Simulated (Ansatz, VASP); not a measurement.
**TiC in VASP and in Ansatz**

Contents of INCAR:

```
PREC = Accurate ; ENCUT = 520
EDIFF = 1E-7 ; ISMEAR = -1
SIGMA = 0.05 ; LREAL = F
LASPH = T ; NELM = 100
ALGO = Normal ; ISIF = 2
LWAVE = F ; LCHARG = F
GGA = PE ; NBANDS = 15
```

The input KPOINTS:

```
Automatic mesh
0
Gamma
  10 10 10
```

Contents of POSCAR:

```
TiC
1.0
    3.0420900000      0.0000000000      0.0000000000
   -1.5210400000      2.6345200000      0.0000000000
    0.0000000000      0.0000000000      2.6979700000
Ti C
1 1
Direct
    0.0000000000      0.0000000000      0.5000000000
    0.3333300000      0.6666700000      0.0000000000
```

input.yaml

```yaml
crystal:
  lattice:
    - [3.04209, 0.0, 0.0]
    - [-1.52104, 2.63452, 0.0]
    - [0.0, 0.0, 2.69797]
  atoms:
    - { symbol: Ti, position: [0.0, 0.0, 0.5] }
    - { symbol: C, position: [0.33333, 0.66667, 0.0] }
hamiltonian:
  xc: pbe
  pseudopotentials: { kind: paw }
kpoints:
  mp_grid: { grid: [10, 10, 10] }
scf:
  occupations: { method: fermi_dirac, width: 0.05 }
output:
  forces: true
  stress: true
  eigenvalues: true
  write_density: true
  write_potential: true
  elf: true
  volumetric_format: npy
```

Alike in both runs: task single point; functional PBE; k mesh 10 × 10 × 10; occupations fermi-dirac, width 0.05 eV; no spin polarisation.

|  | VASP | Ansatz |
| --- | --- | --- |
| version | VASP 6.6.1 | Ansatz 0.2.0 |
| potentials or method | VASP PAW PBE potentials, release 64 (Ti_sv, C) | Ansatz PAW |
| plane-wave cutoff (eV) | 520 | 420 |
| valence electrons in the cell | 16 | 16 |

Ansatz gave:

```
gap on the k mesh at the Fermi level (eV)                     : none
pressure (GPa)                                                : 0.1
traceless stress, the component that is largest in VASP (GPa) : -0.26
```

Problem. Estimate VASP's values.

Solution. gap on the k mesh at the Fermi level (eV): none; pressure (GPa): 0.3; traceless stress, the component that is largest in VASP (GPa): -0.26.

A gap of «none» marks a metal or a gap that the smearing closes. With one functional, cell and mesh, what is left measures potentials, basis and numerics.
